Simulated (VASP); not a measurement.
Ni: single point with LDA

The system is Ni.

```
Ni
1.0
     2.44802    0.00000    0.00000
    -1.22401    2.12005    0.00000
     0.00000    0.00000    4.07281
Ni
2
Direct
  0.66667 0.33333 0.75000
  0.33333 0.66667 0.25000
```

This isn't the form of Ni at room conditions, which is fcc.

| Item | Value |
| --- | --- |
| Program | VASP 6.6.1 |
| Task | single point |
| Functional | LDA |
| Potentials or basis | VASP PAW LDA potentials, release 64 (Ni) |
| Cutoff | 520 eV |
| k mesh | 12 × 12 × 7 |
| Occupations | gaussian, width 0.1 eV |
| Spin | collinear spin, ferromagnetic start |
| Starting moments | [1.0, 1.0] μB |
| Dipole correction | no |
| Further INCAR settings | ALGO = Normal; EDIFF = 1e-06; NBANDS = 21 |

| Item | Value |
| --- | --- |
| Pressure | -11.0 GPa |
| Net moment | 1.17 μB per cell |
| Site moments | Ni +0.59 μB |
| Valence electrons inside the program's atomic spheres | Ni 9.37 |

Stress tensor (GPa, compression positive):
```
 -9.96   0.00   0.00
  0.00  -9.96   0.00
  0.00   0.00 -13.12
```

Levels at points of the mesh, in eV from the Fermi level:
Spin up:
```csv
k point,band 7,band 8,band 9,band 10,band 11,band 12,band 13,band 14,band 15,band 16
"(0.00, 0.00, 0.00)",-2.07,-1.56,-1.56,-0.62,-0.62,-0.52,5.65,23.15,25.21,25.21
"(0.50, 0.00, 0.00)",-2.05,-0.48,-0.45,-0.37,1.30,3.24,9.44,9.96,12.64,13.54
```
Spin down:
| k point | band 8 | band 9 | band 10 | band 11 | band 12 | band 13 |
| --- | --- | --- | --- | --- | --- | --- |
| (0.00, 0.00, 0.00) | -0.99 | -0.99 | -0.48 | -0.01 | -0.01 | 6.02 |
| (0.50, 0.00, 0.00) | 0.16 | 0.16 | 0.28 | 1.72 | 3.58 | 9.60 |

Wall time 30 s on 1 thread of Intel(R) Xeon(R) 6975P-C (Granite Rapids) (shared host), peak memory 0.15 GiB.

Caveat: the cell stands under tension.
